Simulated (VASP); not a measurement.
# Sn (P6_3/mmc) in VASP: further runs

Runs on Sn. Level: RPBE. Tasks: single point.

Program: VASP 6.6.1. These are calculated values, not measurements. Logs are shortened: lines on timing, memory, paths and dates and some standing lists are left out, and cuts for length are marked.

### 1 The cell of the first run

The structure is hexagonal, space group P6_3/mmc (No. 194). The conventional cell has a = 3.424 Å, b = 3.424 Å, c = 11.303 Å, α = 90.00°, β = 90.00°, γ = 120.00°. Sn (site symmetry -3m) has 12 Sn at 3.42 to 3.45 Å within 4.5 Å. Within 4.5 Å of Sn (site symmetry -6m2) lie 12 Sn at 3.42 to 3.45 Å.

This isn't the form of Sn at room conditions, which is tetragonal (white tin).

### 2 Single point, RPBE

File INCAR:

```
SYSTEM = Sn
PREC = Accurate
ENCUT = 520
EDIFF = 1E-6
ISMEAR = -1
SIGMA = 0.1
LREAL = .False.
LASPH = .True.
NELM = 60
ALGO = Normal
ISIF = 2
LWAVE = .False.
LCHARG = .False.
GGA = RP
NBANDS = 36
```

File KPOINTS:

```
regular mesh
0
Gamma
  14 14 4
  0 0 0
```

File POSCAR:

```
Sn
1.0
    3.4241921244      0.0000000000      0.0000000000
   -1.7120960622      2.9654373671      0.0000000000
    0.0000000000      0.0000000000     11.3027229530
Sn
4
Direct
    0.0000000000      0.0000000000      1.0000000000
    0.0000000000      0.0000000000      0.5000000000
    0.3333333333      0.6666666667      0.2500000000
    0.6666666667      0.3333333333      0.7500000000
```

Potentials or basis: VASP PAW PBE potentials, release 64 (Sn_d).

Run with:

```console
> cat potpaw_PBE.64/Sn_d/POTCAR > POTCAR
> mpirun -np 1 vasp_std > vasp.out
```

OUTCAR:

```text
SYSTEM = Sn
   PREC = Accurate
   ENCUT = 520
   EDIFF = 1E-6
   ISMEAR = -1
   LREAL = .False.
   LASPH = .True.
   NELM = 60
   ISIF = 2
   GGA = RP

 ion  position               nearest neighbor table
   1  0.000  0.000  0.000-   3 3.45   4 3.45   3 3.45   4 3.45   4 3.45   3 3.45
   2  0.000  0.000  0.500-   3 3.45   4 3.45   3 3.45   4 3.45   4 3.45   3 3.45
   3  0.333  0.667  0.250-   1 3.45   2 3.45   1 3.45   2 3.45   1 3.45   2 3.45
   4  0.667  0.333  0.750-   1 3.45   2 3.45   1 3.45   2 3.45   1 3.45   2 3.45

  LATTYP: Found a hexagonal cell.
 ALAT       =     3.4241921244
 C/A-ratio  =     3.3008436859

  Lattice vectors:

 A1 = (   3.4241921244,   0.0000000000,   0.0000000000)
 A2 = (  -1.7120960622,   2.9654373671,   0.0000000000)
 A3 = (   0.0000000000,   0.0000000000,  11.3027229530)

Analysis of symmetry for initial positions (statically):
=====================================================================
 Subroutine PRICEL returns:
 Original cell was already a primitive cell.

 Routine SETGRP: Setting up the symmetry group for a
 hexagonal supercell.

 Subroutine GETGRP returns: Found 24 space group operations
 (whereof 12 operations were pure point group operations)
 out of a pool of 24 trial point group operations.

The static configuration has the point symmetry D_3d.
 The point group associated with its full space group is D_6h.

Analysis of symmetry for dynamics (positions and initial velocities):
=====================================================================
 Subroutine PRICEL returns:
 Original cell was already a primitive cell.

 Routine SETGRP: Setting up the symmetry group for a
 hexagonal supercell.

 Subroutine GETGRP returns: Found 24 space group operations
 (whereof 12 operations were pure point group operations)
 out of a pool of 24 trial point group operations.

The dynamic configuration has the point symmetry D_3d.
 The point group associated with its full space group is D_6h.

 Subroutine INISYM returns: Found 24 space group operations
 (whereof 12 operations are pure point group operations),
 and found     1 'primitive' translations

----------------------------------------------------------------------------------------

                                     Primitive cell

  volume of cell :     114.7704

  direct lattice vectors                    reciprocal lattice vectors
     3.424192124  0.000000000  0.000000000     0.292039688  0.168609193  0.000000000
    -1.712096062  2.965437367  0.000000000     0.000000000  0.337218385  0.000000000
[... 90 lines left out ...]
   LREAL  =      F    real-space projection
   EDIFFG = 0.1E-04   stopping-criterion for IOM
   NSW    =      0    number of steps for IOM
   IBRION =     -1    ionic relax: 0-MD 1-quasi-New 2-CG
   NFREE  =      0    steps in history (QN), initial steepest desc. (CG)
   ISIF   =      2    stress and relaxation
   ISYM   =      2    0-nonsym 1-usesym 2-fastsym
   POTIM  = 0.5000    time-step for ionic-motion
   TEBEG  =    0.0;   TEEND  =   0.0 temperature during run
   PSTRESS=    0.0 pullay stress
   NELECT =      56.0000    total number of electrons
   NUPDOWN=      -1.0000    fix difference up-down
   EMIN   =  10.00;   EMAX   =-10.00  energy-range for DOS
   EFERMI =   0.00;   METHOD = LEGACY
   ISMEAR =    -1;   SIGMA  =   0.10  broadening in eV -4-tet -1-fermi 0-gaus
   EFERMI_NEDOS =   21; number of points for ismear=-14 and -15
   IALGO  =     38    algorithm
   IMIX   =      4    mixing-type and parameters
     AMIX     =   0.40;   BMIX     =  1.00
     AMIX_MAG =   1.60;   BMIX_MAG =  1.00
  volume/ion in A,a.u.               =      28.69       193.63
  Fermi-wavevector in a.u.,A,eV,Ry     =   1.288826  2.435527 22.600252  1.661072
  Thomas-Fermi vector in A             =   2.420756
   LORBIT       =      0    0 simple, 1 ext, 2 COOP (PROOUT), +10 PAW based schemes
   GGA     = RP    functional components
   LHFCALC =     F    Hartree Fock is set to
   AEXX    =    0.0000 exact exchange contribution
   IVDW    =     0    specifies the selected vdW correction
   LEPSILON=     F    determine dielectric tensor
   LRPA    =     F    only Hartree local field effects (RPA)
 non-spin polarized calculation
  energy-cutoff  :      520.00
  volume of cell :      114.77
 maximum number of plane-waves:      3120
 NGX is ok and might be reduce to    28
   NGX = 13   NGY = 13   NGZ = 43

 number of electron      56.0000023 magnetization

 Free energy of the ion-electron system (eV)
  ---------------------------------------------------
  ext. energy  EPLUGINS =         0.00000000
  ---------------------------------------------------
  free energy    TOTEN  =       -13.72440805 eV

  energy without entropy =      -13.65322123  energy(sigma->0) =      -13.68881464

 E-fermi :   7.6117     XC(G=0): -10.0331

 val. band max:        7.6054068665   @ k =   0.3571   0.0714   0.0000
 cond. band min:       7.6244040797   @ k =   0.2857   0.1429   0.0000
 fundamental gap:      0.0189972132
 Fermi energy:         7.6117455912

 k-point     1 :       0.0000    0.0000    0.0000
  band No.  band energies     occupation
      1     -14.0047      2.00000
      2     -14.0027      2.00000
      3     -13.9981      2.00000
      4     -13.9981      2.00000
      5     -13.9965      2.00000
      6     -13.9965      2.00000
[... 925 lines left out ...]
     35      10.1539      0.00000
     36      12.2967      0.00000

 [... further k-points ...]

------------------------ aborting loop because EDIFF is reached ----------------------------------------

  FORCE on cell =-STRESS in cart. coord.  units (eV):
  Direction    XX          YY          ZZ          XY          YZ          ZX
  --------------------------------------------------------------------------------------
  -------------------------------------------------------------------------------------
  Total       -0.0012454     -0.0012454      0.3223909     -0.0000000      0.0000000      0.0000000
  in kB       -0.0173854     -0.0173854      4.5005267     -0.0000000      0.0000000      0.0000000
  external PRESSURE =       1.4885853 kB  Pullay stress =       0.0000000 kB

 VOLUME and BASIS-vectors are now :
 -----------------------------------------------------------------------------
  energy-cutoff  :      520.00
  volume of cell :      114.77
      direct lattice vectors                 reciprocal lattice vectors
     3.424192124  0.000000000  0.000000000     0.292039688  0.168609193  0.000000000
    -1.712096062  2.965437367  0.000000000     0.000000000  0.337218385  0.000000000
     0.000000000  0.000000000 11.302722953     0.000000000  0.000000000  0.088474256

 POSITION                                       TOTAL-FORCE (eV/Angst)
 -----------------------------------------------------------------------------------
      0.00000      0.00000      0.00000         0.000000      0.000000      0.000000
      0.00000      0.00000      5.65136         0.000000      0.000000      0.000000
     -0.00000      1.97696      2.82568         0.000000      0.000000     -0.000000
      1.71210      0.98848      8.47704        -0.000000     -0.000000      0.000000
 -----------------------------------------------------------------------------------
    total drift:                                0.000000     -0.000000      0.000000

  FREE ENERGIE OF THE ION-ELECTRON SYSTEM (eV)
  ---------------------------------------------------
  free  energy   TOTEN  =       -13.7244080487 eV

  energy  without entropy=      -13.6532212297  energy(sigma->0) =      -13.68881464
```

OSZICAR:

```text
N       E                     dE             d eps       ncg     rms          rms(c)
DAV:   1     0.550134712387E+03    0.55013E+03   -0.28146E+04  5260   0.242E+03
DAV:   2     0.609530732553E+02   -0.48918E+03   -0.48152E+03  5192   0.583E+02
DAV:   3    -0.101471569737E+02   -0.71100E+02   -0.69749E+02  5876   0.193E+02
DAV:   4    -0.136354592251E+02   -0.34883E+01   -0.34612E+01  5936   0.454E+01
DAV:   5    -0.137515226551E+02   -0.11606E+00   -0.11604E+00  7140   0.821E+00    0.246E+00
DAV:   6    -0.137308533610E+02    0.20669E-01   -0.55920E-02  6524   0.232E+00    0.136E+00
DAV:   7    -0.137243955085E+02    0.64579E-02   -0.29753E-02  6340   0.173E+00    0.184E-01
DAV:   8    -0.137243690926E+02    0.26416E-04   -0.25162E-03  5696   0.649E-01    0.502E-02
DAV:   9    -0.137244027932E+02   -0.33701E-04   -0.26886E-04  6372   0.254E-01    0.192E-02
DAV:  10    -0.137244060424E+02   -0.32492E-05   -0.47723E-05  7916   0.957E-02    0.575E-03
DAV:  11    -0.137244075836E+02   -0.15412E-05   -0.28760E-06  3532   0.399E-02    0.138E-03
DAV:  12    -0.137244080487E+02   -0.46508E-06   -0.43893E-07  2744   0.154E-02
   1 F= -.13724408E+02 E0= -.13688815E+02  d E =-.711868E-01
```

stdout:

```text
POSCAR found type information on POSCAR Sn
 POSCAR found :  1 types and       4 ions
 scaLAPACK will be used
 -----------------------------------------------------------------------------
|                                                                             |
|                                                                             |
|     You enforced a specific xc type in the INCAR file but a different       |
|     I HOPE YOU KNOW WHAT YOU ARE DOING!                                     |
|                                                                             |
 -----------------------------------------------------------------------------

 LDA part: xc-table for (Slater+PW92), standard interpolation
 POSCAR, INCAR and KPOINTS ok, starting setup
 FFT: planning ... GRIDC
 FFT: planning ... GRID_SOFT
 FFT: planning ... GRID
 WAVECAR not read
 entering main loop
```

Wall time 4.4 min (1 thread of Intel Xeon Platinum 8375C at 2.90GHz (Ice Lake), shared host); peak memory 0.37 GiB.

What came out:

| Item | Value |
| --- | --- |
| Free energy | -13.7244 eV |
| Pressure | 0.1 GPa |
| Band gap on the k mesh | zero (bands 28 and 29 overlap by 7.45 eV) |

Caveat: the PAW data sets were made with another functional, which shifts forces and pressure a little; spin-orbit coupling is left out, which moves the levels of the heavy elements.

### 3 Single point, RPBE (29.84 Å³/atom)

This run uses another cell than the first one, of 29.84 Å³/atom.

File INCAR:

```
SYSTEM = Sn
ALGO     = Normal         ! electronic algorithm
EDIFF    = 1E-7           ! SCF threshold, eV
ENCUT    = 520            ! plane-wave cutoff, eV
GGA      = RP             ! functional
ISIF     = 2              ! what is computed and relaxed
ISMEAR   = -1             ! smearing method
LASPH    = .True.         ! aspherical terms in the spheres
LCHARG   = .False.        ! write CHGCAR
LREAL    = .False.        ! projectors in reciprocal space
LWAVE    = .False.        ! write WAVECAR
NBANDS   = 36             ! bands
NELM     = 100            ! most SCF steps
PREC     = Accurate       ! precision mode
SIGMA    = 0.1            ! smearing width, eV
```

File KPOINTS:

```
k-points
0
Gamma
  12 12 4
  0 0 0
```

File POSCAR:

```
Sn
1.0
    3.4692524513      0.0000000000      0.0000000000
   -1.7346262256      3.0044607550      0.0000000000
    0.0000000000      0.0000000000     11.4514600487
Sn
4
Direct
    0.0000000000      0.0000000000      1.0000000000
    0.0000000000      0.0000000000      0.5000000000
    0.3333333333      0.6666666667      0.2500000000
    0.6666666667      0.3333333333      0.7500000000
```

Potentials or basis: VASP PAW PBE potentials, release 64 (Sn_d).

Run with:

```console
> cat potpaw_PBE.64/Sn_d/POTCAR > POTCAR
> mpirun -np 1 vasp_std > vasp.out
```

Run time: 4.5 min. Hardware: 1 thread of Intel Xeon 8259CL, shared host; peak memory 0.35 GiB.

It converged, with:

| Property | Result |
| --- | --- |
| Free energy | -13.6880 eV |
| Pressure | -1.4 GPa |
| Band gap on the k mesh | zero (bands 28 and 29 overlap by 7.65 eV) |

Stress tensor (GPa, compression positive):
```
-1.36  0.00  0.00
 0.00 -1.36  0.00
 0.00  0.00 -1.46
```

Levels at points of the mesh, in eV from the Fermi level:
| k point | band 24 | band 25 | band 26 | band 27 | band 28 | band 29 | band 30 | band 31 | band 32 | band 33 |
| --- | --- | --- | --- | --- | --- | --- | --- | --- | --- | --- |
| (0.00, 0.00, 0.00) | -6.71 | -4.17 | 0.75 | 0.76 | 5.39 | 5.39 | 6.06 | 6.06 | 6.16 | 6.16 |
| (0.50, 0.00, 0.00) | -5.27 | -3.97 | -3.69 | -2.04 | -1.64 | -0.22 | 0.55 | 2.06 | 3.26 | 3.27 |
| (0.00, 0.00, 0.50) | -7.90 | -2.39 | -2.39 | 4.36 | 4.36 | 5.59 | 5.59 | 5.59 | 5.59 | 6.71 |
| (0.50, 0.00, 0.50) | -5.65 | -3.28 | -3.28 | -2.71 | -2.71 | 1.25 | 1.25 | 2.37 | 2.37 | 2.59 |

Caveat: the PAW data sets were made with another functional, which shifts forces and pressure a little; spin-orbit coupling is left out, which moves the levels of the heavy elements.
